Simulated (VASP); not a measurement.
CuO, 2 atoms in the cell. The typed cell holds 2 atoms: a = 2.951 Å, b = 2.951 Å, c = 2.952 Å, α = 60.00°, β = 60.00°, γ = 60.00°. 

- Program: VASP 6.6.1
- Task: single point
- Functional: PBEsol
- Potentials or basis: VASP PAW PBE potentials, release 64 (Cu, O)
- Cutoff: 520 eV
- k mesh: 9 × 9 × 9
- Occupations: fermi-dirac, width 0.05 eV
- Spin: no spin polarisation
- Dipole correction: no
- Further INCAR settings: ALGO = Normal; EDIFF = 1e-06; NBANDS = 16

Potentials or basis: VASP PAW PBE potentials, release 64 (Cu, O).

Command:

```console
$ cat potpaw_PBE.64/Cu/POTCAR potpaw_PBE.64/O/POTCAR > POTCAR
$ mpirun -np 1 vasp_std > vasp.out
```

Hardware: 1 thread of AMD EPYC 7R13 Processor (Zen 3) (shared host).

How long does it take, and how much memory?

Run time: 52 s on 1 thread of AMD EPYC 7R13 Processor (Zen 3), on a shared host, peak memory 0.15 GiB. Counts: scf iterations 13, k points 205.
